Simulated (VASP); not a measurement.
# BP (zincblende type) (F-43m) in VASP: notebook

Runs on BP (zincblende type). Level: PBE. Tasks: single point.

Program: VASP 6.6.1. These are calculated values, not measurements. Logs are shortened: lines on timing, memory, paths and dates and some standing lists are left out, and cuts for length are marked.

## (1) The cell of the first run

Symmetry: F-43m, No. 216, cubic system. The conventional cell has a = 4.456 Å, b = 4.456 Å, c = 4.456 Å, α = 90.00°, β = 90.00°, γ = 90.00°. B (site symmetry -43m) has 4 P at 1.93 Å within 2.6 Å. P (site symmetry -43m) has 4 B at 1.93 Å within 2.6 Å.

## (2) Single point, PBE (volume scaled by 0.94)

Contents of INCAR:

```
PREC = Accurate
ENCUT = 520
EDIFF = 1E-6
ISMEAR = -1
SIGMA = 0.08
LREAL = False
LASPH = True
NELM = 100
ALGO = Normal
ISIF = 2
LWAVE = False
LCHARG = False
GGA = PE
NBANDS = 11
```

Contents of KPOINTS:

```
regular mesh
0
Gamma
  15 15 15
```

Contents of POSCAR:

```
BP
1.0
    0.0000000000      2.2277701900      2.2277701900
    2.2277701900      0.0000000000      2.2277701900
    2.2277701900      2.2277701900      0.0000000000
B P
1 1
Direct
    0.0000000000      0.0000000000      0.0000000000
    0.2500000000      0.2500000000      0.2500000000
```

Potentials or basis: VASP PAW PBE potentials, release 64 (B, P).

Started as:

```sh
cat potpaw_PBE.64/B/POTCAR potpaw_PBE.64/P/POTCAR > POTCAR
mpirun -np 1 vasp_std > vasp.out
```

OUTCAR:

```text
PREC = Accurate
   ENCUT = 520
   EDIFF = 1E-6
   ISMEAR = -1
   LREAL = False
   LASPH = True
   NELM = 100
   ISIF = 2
   GGA = PE

 ion  position               nearest neighbor table
   1  0.000  0.000  0.000-   2 1.93   2 1.93   2 1.93   2 1.93
   2  0.250  0.250  0.250-   1 1.93   1 1.93   1 1.93   1 1.93

  LATTYP: Found a face centered cubic cell.
 ALAT       =     4.4555403800

  Lattice vectors:

 A1 = (   0.0000000000,   2.2277701900,   2.2277701900)
 A2 = (   2.2277701900,   0.0000000000,   2.2277701900)
 A3 = (   2.2277701900,   2.2277701900,   0.0000000000)

Analysis of symmetry for initial positions (statically):
=====================================================================
 Subroutine PRICEL returns:
 Original cell was already a primitive cell.

 Routine SETGRP: Setting up the symmetry group for a
 face centered cubic supercell.

 Subroutine GETGRP returns: Found 24 space group operations
 (whereof 24 operations were pure point group operations)
 out of a pool of 48 trial point group operations.

The static configuration has the point symmetry T_d .

Analysis of symmetry for dynamics (positions and initial velocities):
=====================================================================
 Subroutine PRICEL returns:
 Original cell was already a primitive cell.

 Routine SETGRP: Setting up the symmetry group for a
 face centered cubic supercell.

 Subroutine GETGRP returns: Found 24 space group operations
 (whereof 24 operations were pure point group operations)
 out of a pool of 48 trial point group operations.

The dynamic configuration has the point symmetry T_d .

 Subroutine INISYM returns: Found 24 space group operations
 (whereof 24 operations are pure point group operations),
 and found     1 'primitive' translations

----------------------------------------------------------------------------------------

                                     Primitive cell

  volume of cell :      22.1127

  direct lattice vectors                    reciprocal lattice vectors
     0.000000000  2.227770190  2.227770190    -0.224439667  0.224439667  0.224439667
     2.227770190  0.000000000  2.227770190     0.224439667 -0.224439667  0.224439667
     2.227770190  2.227770190  0.000000000     0.224439667  0.224439667 -0.224439667

  length of vectors
     3.150542817  3.150542817  3.150542817     0.388740907  0.388740907  0.388740907

  position of ions in fractional coordinates (direct lattice)
     0.000000000  0.000000000  0.000000000
     0.250000000  0.250000000  0.250000000

  ion indices of the primitive-cell ions
   primitive index   ion index
                 1           1
                 2           2

----------------------------------------------------------------------------------------

 KPOINTS: regular mesh

Automatic generation of k-mesh.
 Grid dimensions read from file:
 generate k-points for:   15   15   15

 Generating k-lattice:

  Cartesian coordinates                     Fractional coordinates (reciprocal lattice)
    -0.014962644  0.014962644  0.014962644     0.066666667  0.000000000  0.000000000
     0.014962644 -0.014962644  0.014962644     0.000000000  0.066666667  0.000000000
     0.014962644  0.014962644 -0.014962644     0.000000000  0.000000000  0.066666667

  Length of vectors
     0.025916060  0.025916060  0.025916060

  Shift w.r.t. Gamma in fractional coordinates (k-lattice)
     0.000000000  0.000000000  0.000000000

 Subroutine IBZKPT returns following result:
 ===========================================

 Found    120 irreducible k-points:

 Following reciprocal coordinates:
            Coordinates               Weight
  0.000000  0.000000  0.000000      1.000000
  0.066667  0.000000  0.000000      8.000000
  0.133333  0.000000  0.000000      8.000000
  0.200000  0.000000  0.000000      8.000000
  0.266667  0.000000  0.000000      8.000000
  0.333333  0.000000  0.000000      8.000000
[... 16 lines left out ...]
  0.133333  0.133333  0.000000      6.000000
  0.200000  0.133333  0.000000     24.000000
 [... further k-points ...]
   k-points           NKPTS =    120   k-points in BZ     NKDIM =    120   number of bands    NBANDS=     11
   number of dos      NEDOS =    301   number of ions     NIONS =      2
   total plane-waves  NPLWV =  13824
   dimension x,y,z NGX =    24 NGY =   24 NGZ =   24
   dimension x,y,z NGXF=    48 NGYF=   48 NGZF=   48
   ions per type =               1   1
   NGX,Y,Z   is equivalent  to a cutoff of  12.66, 12.66, 12.66 a.u.
   NGXF,Y,Z  is equivalent  to a cutoff of  25.33, 25.33, 25.33 a.u.
 SYSTEM =  unknown system
   PREC   = accura    normal or accurate (medium, high low for compatibility)
   ISTART =      0    job   : 0-new  1-cont  2-samecut
   ICHARG =      2    charge: 1-file 2-atom 10-const
   ISPIN  =      1    spin polarized calculation?
   LNONCOLLINEAR =      F non collinear calculations
   LSORBIT =      F    spin-orbit coupling
   LASPH  =      T    aspherical Exc in radial PAW
   ENCUT  =  520.0 eV  38.22 Ry    6.18 a.u.   5.86  5.86  5.86*2*pi/ulx,y,z
   NELM   =    100;   NELMIN=  2; NELMDL= -5     # of ELM steps
   EDIFF  = 0.1E-05   stopping-criterion for ELM
   LREAL  =      F    real-space projection
   EDIFFG = 0.1E-04   stopping-criterion for IOM
   NSW    =      0    number of steps for IOM
   IBRION =     -1    ionic relax: 0-MD 1-quasi-New 2-CG
   NFREE  =      0    steps in history (QN), initial steepest desc. (CG)
   ISIF   =      2    stress and relaxation
   ISYM   =      2    0-nonsym 1-usesym 2-fastsym
   POTIM  = 0.5000    time-step for ionic-motion
   TEBEG  =    0.0;   TEEND  =   0.0 temperature during run
   PSTRESS=    0.0 pullay stress
   NELECT =       8.0000    total number of electrons
   NUPDOWN=      -1.0000    fix difference up-down
   EMIN   =  10.00;   EMAX   =-10.00  energy-range for DOS
   EFERMI =   0.00;   METHOD = LEGACY
   ISMEAR =    -1;   SIGMA  =   0.08  broadening in eV -4-tet -1-fermi 0-gaus
   EFERMI_NEDOS =   21; number of points for ismear=-14 and -15
   IALGO  =     38    algorithm
   IMIX   =      4    mixing-type and parameters
     AMIX     =   0.40;   BMIX     =  1.00
     AMIX_MAG =   1.60;   BMIX_MAG =  1.00
  volume/ion in A,a.u.               =      11.06        74.61
  Fermi-wavevector in a.u.,A,eV,Ry     =   1.166517  2.204398 18.514293  1.360762
  Thomas-Fermi vector in A             =   2.303029
   LORBIT       =      0    0 simple, 1 ext, 2 COOP (PROOUT), +10 PAW based schemes
   GGA     = PE    functional components
   LHFCALC =     F    Hartree Fock is set to
   AEXX    =    0.0000 exact exchange contribution
   IVDW    =     0    specifies the selected vdW correction
   LEPSILON=     F    determine dielectric tensor
   LRPA    =     F    only Hartree local field effects (RPA)
 non-spin polarized calculation
  energy-cutoff  :      520.00
  volume of cell :       22.11
 maximum number of plane-waves:       609
   NGX = 11   NGY = 11   NGZ = 11

 number of electron       8.0000001 magnetization

 Free energy of the ion-electron system (eV)
  ---------------------------------------------------
  ext. energy  EPLUGINS =         0.00000000
  ---------------------------------------------------
  free energy    TOTEN  =       -12.88552351 eV

  energy without entropy =      -12.88551652  energy(sigma->0) =      -12.88552001

 E-fermi :   8.6591     XC(G=0): -11.1456

 val. band max:        8.0954709477   @ k =   0.0000   0.0000   0.0000
 cond. band min:       9.2584769329   @ k =   0.4000   0.4000   0.0000
 fundamental gap:      1.1630059851
 Fermi energy:         8.6591338031

 k-point     1 :       0.0000    0.0000    0.0000
  band No.  band energies     occupation
      1      -7.8638      2.00000
      2       8.0955      1.99826
      3       8.0955      1.99826
      4       8.0955      1.99826
      5      11.5837      0.00000
      6      11.5837      0.00000
      7      11.5837      0.00000
      8      16.3216      0.00000
      9      19.9941      0.00000
     10      20.3851      0.00000
     11      20.3851      0.00000

 k-point     2 :       0.0667    0.0000    0.0000
  band No.  band energies     occupation
      1      -7.7800      2.00000
      2       7.4243      2.00000
      3       7.9464      1.99973
      4       7.9464      1.99973
      5      11.7901      0.00000
      6      11.7901      0.00000
      7      11.8687      0.00000
      8      16.5337      0.00000
      9      19.9967      0.00000
     10      19.9967      0.00000
     11      20.2751      0.00000

 k-point     3 :       0.1333    0.0000    0.0000
  band No.  band energies     occupation
      1      -7.5295      2.00000
      2       5.9838      2.00000
      3       7.5991      2.00000
      4       7.5991      2.00000
      5      12.2294      0.00000
      6      12.2692      0.00000
      7      12.2692      0.00000
      8      17.0976      0.00000
      9      19.3608      0.00000
     10      19.3608      0.00000
     11      20.9657      0.00000

 k-point     4 :       0.2000    0.0000    0.0000
  band No.  band energies     occupation
      1      -7.1164      2.00000
      2       4.3291      2.00000
      3       7.2050      2.00000
      4       7.2050      2.00000
      5      12.3668      0.00000
      6      12.7519      0.00000
      7      12.7519      0.00000
      8      17.7833      0.00000
      9      19.0428      0.00000
     10      19.0428      0.00000
     11      21.4793      0.00000

 k-point     5 :       0.2667    0.0000    0.0000
  band No.  band energies     occupation
      1      -6.5501      2.00000
      2       2.6708      2.00000
      3       6.8496      2.00000
      4       6.8496      2.00000
      5      12.3594      0.00000
      6      13.0179      0.00000
      7      13.0179      0.00000
      8      18.3109      0.00000
      9      19.3114      0.00000
     10      19.3114      0.00000
     11      21.6677      0.00000
[... 211 lines left out ...]
 k-point    21 :      -0.1333    0.0667    0.0000
  band No.  band energies     occupation
      1      -7.3356      2.00000
      2       5.4360      2.00000
      3       6.6448      2.00000
      4       7.7455      1.99998
      5      12.1629      0.00000
      6      12.4369      0.00000
      7      12.9992      0.00000
      8      17.1259      0.00000
      9      18.4733      0.00000
     10      20.0502      0.00000
     11      21.4616      0.00000

 k-point    22 :      -0.0667    0.0667    0.0000
  band No.  band energies     occupation
      1      -7.6405      2.00000
      2       6.8252      2.00000
      3       7.1944      2.00000
      4       7.9850      1.99956
      5      11.8022      0.00000
      6      12.0717      0.00000
      7      12.4632      0.00000
      8      16.7856      0.00000
      9      19.1476      0.00000
     10      20.0763      0.00000
     11      20.7120      0.00000

 k-point    23 :       0.1333    0.1333    0.0000
  band No.  band energies     occupation
      1      -7.4176      2.00000
      2       6.7360      2.00000
      3       6.7360      2.00000
      4       6.8012      2.00000
      5      10.8479      0.00000
      6      13.4363      0.00000
      7      13.4363      0.00000
      8      16.0135      0.00000
      9      18.9120      0.00000
     10      20.8656      0.00000
     11      21.4085      0.00000

 k-point    24 :       0.2000    0.1333    0.0000
  band No.  band energies     occupation
      1      -7.1137      2.00000
      2       5.4143      2.00000
      3       6.2940      2.00000
      4       6.6983      2.00000
      5      10.8476      0.00000
      6      13.9835      0.00000
      7      14.1100      0.00000
      8      15.3965      0.00000
      9      19.4086      0.00000
     10      20.8956      0.00000
     11      22.1635      0.00000

 [... further k-points ...]

------------------------ aborting loop because EDIFF is reached ----------------------------------------

  FORCE on cell =-STRESS in cart. coord.  units (eV):
  Direction    XX          YY          ZZ          XY          YZ          ZX
  --------------------------------------------------------------------------------------
  -------------------------------------------------------------------------------------
  Total        1.5147983      1.5147983      1.5147983      0.0000000      0.0000000     -0.0000000
  in kB      109.7549763    109.7549763    109.7549763      0.0000000      0.0000000     -0.0000000
  external PRESSURE =     109.7549763 kB  Pullay stress =       0.0000000 kB

 VOLUME and BASIS-vectors are now :
 -----------------------------------------------------------------------------
  energy-cutoff  :      520.00
  volume of cell :       22.11
      direct lattice vectors                 reciprocal lattice vectors
     0.000000000  2.227770190  2.227770190    -0.224439667  0.224439667  0.224439667
     2.227770190  0.000000000  2.227770190     0.224439667 -0.224439667  0.224439667
     2.227770190  2.227770190  0.000000000     0.224439667  0.224439667 -0.224439667

 POSITION                                       TOTAL-FORCE (eV/Angst)
 -----------------------------------------------------------------------------------
      0.00000      0.00000      0.00000        -0.000000     -0.000000     -0.000000
      1.11389      1.11389      1.11389         0.000000      0.000000      0.000000
 -----------------------------------------------------------------------------------
    total drift:                                0.000000      0.000000      0.000000

  FREE ENERGIE OF THE ION-ELECTRON SYSTEM (eV)
  ---------------------------------------------------
  free  energy   TOTEN  =       -12.8855235088 eV

  energy  without entropy=      -12.8855165209  energy(sigma->0) =      -12.88552001
```

Run time: 14 s. Hardware: 1 thread of Intel Xeon 6975P-C, shared host; peak memory 0.15 GiB.

What came out:

- Free energy: -12.8855 eV
- Pressure: 11.0 GPa
- Band gap on the k mesh: 1.16 eV, indirect (least direct gap 3.49 eV)

Caveat: the cell differs from its parent crystal (volume scaled by 0.94). A k mesh can miss the band edges.

## (3) Single point, PBE

This run uses another cell than the first one, of 11.76 Å³/atom, 1.064 times its volume.

Contents of INCAR:

```
SYSTEM = BP
PREC     = Accurate       ! precision mode
ENCUT    = 520            ! plane-wave cutoff, eV
EDIFF    = 1E-6           ! SCF threshold, eV
ISMEAR   = -1             ! smearing method
SIGMA    = 0.08           ! smearing width, eV
LREAL    = .False.        ! projectors in reciprocal space
LASPH    = .True.         ! aspherical terms in the spheres
NELM     = 60             ! most SCF steps
ALGO     = Normal         ! electronic algorithm
ISIF     = 2              ! what is computed and relaxed
LWAVE    = .False.        ! write WAVECAR
LCHARG   = .True.         ! write CHGCAR
GGA      = PE             ! functional
LELF     = .True.         ! ELF
LVHAR    = .True.       
NBANDS   = 11             ! bands
```

Contents of KPOINTS:

```
regular mesh
0
Gamma
  15 15 15
  0 0 0
```

Contents of POSCAR:

```
BP
1.0
    0.0000000000      2.2741953670      2.2741953670
    2.2741953670      0.0000000000      2.2741953670
    2.2741953670      2.2741953670      0.0000000000
B P
1 1
Direct
    0.0000000000      0.0000000000      0.0000000000
    0.2500000000      0.2500000000      0.2500000000
```

Potentials or basis: VASP PAW PBE potentials, release 64 (B, P).

Started as:

```sh
cat potpaw_PBE.64/B/POTCAR potpaw_PBE.64/P/POTCAR > POTCAR
mpirun -np 1 vasp_std > vasp.out
```

OUTCAR:

```text
SYSTEM = BP
   PREC = Accurate
   ENCUT = 520
   EDIFF = 1E-6
   ISMEAR = -1
   LREAL = .False.
   LASPH = .True.
   NELM = 60
   ISIF = 2
   GGA = PE

 ion  position               nearest neighbor table
   1  0.000  0.000  0.000-   2 1.97   2 1.97   2 1.97   2 1.97
   2  0.250  0.250  0.250-   1 1.97   1 1.97   1 1.97   1 1.97

  LATTYP: Found a face centered cubic cell.
 ALAT       =     4.5483907340

  Lattice vectors:

[... 521 lines left out ...]

------------------------ aborting loop because EDIFF is reached ----------------------------------------

  FORCE on cell =-STRESS in cart. coord.  units (eV):
  Direction    XX          YY          ZZ          XY          YZ          ZX
  --------------------------------------------------------------------------------------
  -------------------------------------------------------------------------------------
  Total       -0.0342718     -0.0342718     -0.0342718      0.0000000      0.0000000      0.0000000
  in kB       -2.3341791     -2.3341791     -2.3341791      0.0000000      0.0000000      0.0000000
  external PRESSURE =      -2.3341791 kB  Pullay stress =       0.0000000 kB

 VOLUME and BASIS-vectors are now :
 -----------------------------------------------------------------------------
  energy-cutoff  :      520.00
  volume of cell :       23.52
      direct lattice vectors                 reciprocal lattice vectors
     0.000000000  2.274195367  2.274195367    -0.219857980  0.219857980  0.219857980
     2.274195367  0.000000000  2.274195367     0.219857980 -0.219857980  0.219857980
     2.274195367  2.274195367  0.000000000     0.219857980  0.219857980 -0.219857980

 POSITION                                       TOTAL-FORCE (eV/Angst)
 -----------------------------------------------------------------------------------
      0.00000      0.00000      0.00000         0.000000     -0.000000      0.000000
      1.13710      1.13710      1.13710        -0.000000      0.000000     -0.000000
 -----------------------------------------------------------------------------------
    total drift:                                0.000000      0.000000      0.000000

  FREE ENERGIE OF THE ION-ELECTRON SYSTEM (eV)
  ---------------------------------------------------
  free  energy   TOTEN  =       -12.9312085126 eV

  energy  without entropy=      -12.9312042553  energy(sigma->0) =      -12.93120638
```

OSZICAR:

```text
N       E                     dE             d eps       ncg     rms          rms(c)
DAV:   1     0.953895682906E+01    0.95390E+01   -0.39924E+03  2648   0.659E+02
DAV:   2    -0.130220865783E+02   -0.22561E+02   -0.21715E+02  3471   0.111E+02
DAV:   3    -0.136217172713E+02   -0.59963E+00   -0.59836E+00  3302   0.158E+01
DAV:   4    -0.136240624376E+02   -0.23452E-02   -0.23450E-02  3029   0.118E+00
DAV:   5    -0.136240751078E+02   -0.12670E-04   -0.12671E-04  3298   0.852E-02    0.713E+00
DAV:   6    -0.130270806465E+02    0.59699E+00   -0.13704E+00  2991   0.504E+00    0.385E+00
DAV:   7    -0.129384238089E+02    0.88657E-01   -0.22702E-01  3309   0.237E+00    0.132E+00
DAV:   8    -0.129306782928E+02    0.77455E-02   -0.26398E-02  3096   0.924E-01    0.191E-01
DAV:   9    -0.129309999834E+02   -0.32169E-03   -0.71506E-04  3065   0.180E-01    0.121E-01
DAV:  10    -0.129311968378E+02   -0.19685E-03   -0.24936E-04  2982   0.990E-02    0.281E-02
DAV:  11    -0.129312075214E+02   -0.10684E-04   -0.11484E-05  3352   0.224E-02    0.328E-02
DAV:  12    -0.129312085126E+02   -0.99120E-06   -0.46617E-06  2955   0.106E-02
   1 F= -.12931209E+02 E0= -.12931206E+02  d E =-.425729E-05
```

stdout:

```text
POSCAR found type information on POSCAR B P
 POSCAR found :  2 types and       2 ions
 scaLAPACK will be used
 LDA part: xc-table for (Slater+PW92), standard interpolation
 POSCAR, INCAR and KPOINTS ok, starting setup
 FFT: planning ... GRIDC
 FFT: planning ... GRID_SOFT
 FFT: planning ... GRID
 WAVECAR not read
 entering main loop
```

Run time: 14 s. Hardware: 1 thread of Intel Xeon 6975P-C, shared host; peak memory 0.15 GiB.

What came out:

- Free energy: -12.9312 eV
- Pressure: -0.2 GPa
- Band gap on the k mesh: 1.25 eV, indirect (least direct gap 3.39 eV)

A k mesh can miss the band edges. As with any semilocal functional, this PBE gap is likely too small.

## (4) Single point, PBE

This run uses another cell than the first one, of 11.76 Å³/atom, 1.064 times its volume.

Contents of INCAR:

```
  PREC = Accurate
  ENCUT = 520
  EDIFF = 1E-6
  ISMEAR = -1
  SIGMA = 0.08
  LREAL = F
  LASPH = T
  NELM = 80
  ALGO = Normal
  ISIF = 2
  LWAVE = F
  LCHARG = F
  GGA = PE
  NBANDS = 11
```

Contents of KPOINTS:

```
regular mesh
0
Gamma
  15 15 15
```

POSCAR is that of step 3.

Started as:

```sh
cat potpaw_PBE.64/B/POTCAR potpaw_PBE.64/P/POTCAR > POTCAR
mpirun -np 1 vasp_std > vasp.out
```

Wall time 13 s (1 thread of Intel Xeon 6975P-C, shared host); peak memory 0.15 GiB.

Results (log left out):

| Item | Value |
| --- | --- |
| Free energy | -12.9312 eV |
| Pressure | -0.2 GPa |
| Band gap on the k mesh | 1.25 eV, indirect (least direct gap 3.39 eV) |

Levels at points of the mesh, in eV from the valence-band top:
| k point | band 2 | band 3 | band 4 | band 5 | band 6 | band 7 |
| --- | --- | --- | --- | --- | --- | --- |
| (0.00, 0.00, 0.00) | 0.00 | 0.00 | 0.00 | 3.39 | 3.39 | 3.39 |

A k mesh can miss the band edges. PBE gaps usually lie below the measured ones, often by a third to a half.
